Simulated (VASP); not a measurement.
# AlNi (P4/mmm) in VASP: single point with PBE

Aim: the single point of AlNi with PBE.

All numbers are computed with VASP 6.6.1; they aren't measurements. Logs are shortened: lines on timing, memory, paths and dates and some standing lists are left out, and cuts for length are marked.

### Step 1. The cell of the first run

It takes space group P4/mmm (No. 123, tetragonal). Conventional cell: a = 3.038 Å, b = 3.038 Å, c = 2.748 Å, α = 90.00°, β = 90.00°, γ = 90.00°. Al (site symmetry 4/mmm) has 8 Ni at 2.55 Å and 6 Al at 2.75 to 3.04 Å within 3.4 Å. Within 3.4 Å of Ni (site symmetry 4/mmm) lie 8 Al at 2.55 Å and 6 Ni at 2.75 to 3.04 Å.

### Step 2. Single point, PBE (strain +0.050 along x and y, -0.050 along z)

INCAR

```
SYSTEM = AlNi
PREC = Accurate ; ENCUT = 520
EDIFF = 1E-6 ; ISMEAR = 0
SIGMA = 0.15 ; LREAL = .False.
LASPH = .True. ; NELM = 60
ALGO = Fast ; ISIF = 2
LWAVE = .False. ; LCHARG = .False.
GGA = PE ; NBANDS = 14
```

KPOINTS

```
regular mesh
0
Gamma
  20 20 20
  0 0 0
```

POSCAR

```
AlNi
1.0
    3.0377377044      0.0000000000      0.0000000000
    0.0000000000      3.0377377044      0.0000000000
    0.0000000000      0.0000000000      2.7484293516
Al Ni
1 1
Direct
    0.0000000000      0.0000000000      0.0000000000
    0.5000000000      0.5000000000      0.5000000000
```

Potentials or basis: VASP PAW PBE potentials, release 64 (Al, Ni).

Command:

```
cat potpaw_PBE.64/Al/POTCAR potpaw_PBE.64/Ni/POTCAR > POTCAR
mpirun -np 1 vasp_std > vasp.out
```

OUTCAR:

```text
SYSTEM = AlNi
   PREC = Accurate
   ENCUT = 520
   EDIFF = 1E-6
   ISMEAR = 0
   LREAL = .False.
   LASPH = .True.
   NELM = 60
   ISIF = 2
   GGA = PE

 ion  position               nearest neighbor table
   1  0.000  0.000  0.000-   2 2.55   2 2.55   2 2.55   2 2.55   2 2.55   2 2.55   2 2.55   2 2.55

   2  0.500  0.500  0.500-   1 2.55   1 2.55   1 2.55   1 2.55   1 2.55   1 2.55   1 2.55   1 2.55

  LATTYP: Found a simple tetragonal cell.
 ALAT       =     3.0377377044
 C/A-ratio  =     0.9047619048

  Lattice vectors:

 A1 = (   3.0377377044,   0.0000000000,   0.0000000000)
 A2 = (   0.0000000000,   3.0377377044,   0.0000000000)
 A3 = (   0.0000000000,   0.0000000000,   2.7484293516)

Analysis of symmetry for initial positions (statically):
=====================================================================
 Subroutine PRICEL returns:
 Original cell was already a primitive cell.

 Routine SETGRP: Setting up the symmetry group for a
 simple tetragonal supercell.

 Subroutine GETGRP returns: Found 16 space group operations
 (whereof 16 operations were pure point group operations)
 out of a pool of 16 trial point group operations.

The static configuration has the point symmetry D_4h.

Analysis of symmetry for dynamics (positions and initial velocities):
=====================================================================
 Subroutine PRICEL returns:
 Original cell was already a primitive cell.

 Routine SETGRP: Setting up the symmetry group for a
 simple tetragonal supercell.

 Subroutine GETGRP returns: Found 16 space group operations
 (whereof 16 operations were pure point group operations)
 out of a pool of 16 trial point group operations.

The dynamic configuration has the point symmetry D_4h.

 Subroutine INISYM returns: Found 16 space group operations
 (whereof 16 operations are pure point group operations),
 and found     1 'primitive' translations

----------------------------------------------------------------------------------------

                                     Primitive cell

  volume of cell :      25.3621

  direct lattice vectors                    reciprocal lattice vectors
     3.037737704  0.000000000  0.000000000     0.329192346  0.000000000  0.000000000
     0.000000000  3.037737704  0.000000000     0.000000000  0.329192346  0.000000000
     0.000000000  0.000000000  2.748429352     0.000000000  0.000000000  0.363844171

  length of vectors
     3.037737704  3.037737704  2.748429352     0.329192346  0.329192346  0.363844171

[... 92 lines left out ...]
   NUPDOWN=      -1.0000    fix difference up-down
   EMIN   =  10.00;   EMAX   =-10.00  energy-range for DOS
   EFERMI =   0.00;   METHOD = LEGACY
   ISMEAR =     0;   SIGMA  =   0.15  broadening in eV -4-tet -1-fermi 0-gaus
   EFERMI_NEDOS =   21; number of points for ismear=-14 and -15
   IALGO  =     68    algorithm
   IMIX   =      4    mixing-type and parameters
     AMIX     =   0.40;   BMIX     =  1.00
     AMIX_MAG =   1.60;   BMIX_MAG =  1.00
  volume/ion in A,a.u.               =      12.68        85.58
  Fermi-wavevector in a.u.,A,eV,Ry     =   1.310170  2.475862 23.355010  1.716545
  Thomas-Fermi vector in A             =   2.440718
   LORBIT       =      0    0 simple, 1 ext, 2 COOP (PROOUT), +10 PAW based schemes
   GGA     = PE    functional components
   LHFCALC =     F    Hartree Fock is set to
   AEXX    =    0.0000 exact exchange contribution
   IVDW    =     0    specifies the selected vdW correction
   LEPSILON=     F    determine dielectric tensor
   LRPA    =     F    only Hartree local field effects (RPA)
 non-spin polarized calculation
 RMM-DIIS sequential band-by-band and
 Gauss-broadening in eV      SIGMA  =   0.15
  energy-cutoff  :      520.00
  volume of cell :       25.36
 maximum number of plane-waves:       704
 NGX is ok and might be reduce to    24
   NGX = 11   NGY = 11   NGZ = 11

 number of electron      13.0000011 magnetization

 Free energy of the ion-electron system (eV)
  ---------------------------------------------------
  ext. energy  EPLUGINS =         0.00000000
  ---------------------------------------------------
  free energy    TOTEN  =       -10.47790456 eV

  energy without entropy =      -10.46691561  energy(sigma->0) =      -10.47241008

 E-fermi :   9.2744     XC(G=0): -11.7680

 val. band max:        9.2723226963   @ k =   0.2500   0.0000   0.4000
 cond. band min:       9.2759989666   @ k =   0.3500   0.1000   0.3500
 fundamental gap:      0.0036762702
 Fermi energy:         9.2744037151

 k-point     1 :       0.0000    0.0000    0.0000
  band No.  band energies     occupation
      1      -1.4549      2.00000
      2       6.2728      2.00000
      3       6.2977      2.00000
      4       7.6767      2.00000
      5       7.9457      2.00000
      6       7.9457      2.00000
      7      13.4179      0.00000
      8      13.4179      0.00000
      9      16.7835      0.00000
     10      16.9777      0.00000
     11      17.0687      0.00000
     12      22.5510      0.00000
     13      28.0598      0.00000
     14      30.2325      0.00000
[... 377 lines left out ...]
      1      -0.6375      2.00000
      2       6.0548      2.00000
      3       6.3873      2.00000
      4       7.3125      2.00000
      5       7.7986      2.00000
      6       7.9243      2.00000
      7      10.4117      0.00000
      8      12.8914      0.00000
      9      17.9353      0.00000
     10      18.3150      0.00000
     11      20.4426      0.00000
     12      22.4558      0.00000
     13      24.4853      0.00000
     14      26.9834      0.00000

 [... further k-points ...]

------------------------ aborting loop because EDIFF is reached ----------------------------------------

  FORCE on cell =-STRESS in cart. coord.  units (eV):
  Direction    XX          YY          ZZ          XY          YZ          ZX
  --------------------------------------------------------------------------------------
  -------------------------------------------------------------------------------------
  Total       -1.4470889     -1.4470889     -0.0881319      0.0000000      0.0000000      0.0000000
  in kB      -91.4156769    -91.4156769     -5.5674768      0.0000000      0.0000000      0.0000000
  external PRESSURE =     -62.7996102 kB  Pullay stress =       0.0000000 kB

 VOLUME and BASIS-vectors are now :
 -----------------------------------------------------------------------------
  energy-cutoff  :      520.00
  volume of cell :       25.36
      direct lattice vectors                 reciprocal lattice vectors
     3.037737704  0.000000000  0.000000000     0.329192346  0.000000000  0.000000000
     0.000000000  3.037737704  0.000000000     0.000000000  0.329192346  0.000000000
     0.000000000  0.000000000  2.748429352     0.000000000  0.000000000  0.363844171

 POSITION                                       TOTAL-FORCE (eV/Angst)
 -----------------------------------------------------------------------------------
      0.00000      0.00000      0.00000         0.000000      0.000000      0.000000
      1.51887      1.51887      1.37421         0.000000      0.000000      0.000000
 -----------------------------------------------------------------------------------
    total drift:                                0.000000     -0.000000     -0.000000

  FREE ENERGIE OF THE ION-ELECTRON SYSTEM (eV)
  ---------------------------------------------------
  free  energy   TOTEN  =       -10.4779045561 eV

  energy  without entropy=      -10.4669156061  energy(sigma->0) =      -10.47241008
```

stdout:

```text
POSCAR found type information on POSCAR AlNi
 POSCAR found :  2 types and       2 ions
 scaLAPACK will be used
 LDA part: xc-table for (Slater+PW92), standard interpolation
 POSCAR, INCAR and KPOINTS ok, starting setup
 FFT: planning ... GRIDC
 FFT: planning ... GRID_SOFT
 FFT: planning ... GRID
 WAVECAR not read
 entering main loop
WARNING in EDDRMM: call to ZHEGV failed, returncode =   8  4     14
```

Run time: 2.4 min. Hardware: 1 thread of Intel Xeon Platinum 8259CL at 2.50GHz (Skylake/Cascade Lake), shared host; peak memory 0.36 GiB.

Results:

* Free energy: -10.4779 eV
* Pressure: -6.3 GPa
* Band gap on the k mesh: zero (an odd number of electrons rules out a gap without spin polarisation)

Caveat: the cell differs from its parent crystal (strain +0.050 along x and y, -0.050 along z); the stress differs along the axes, from -9 to -1 GPa.
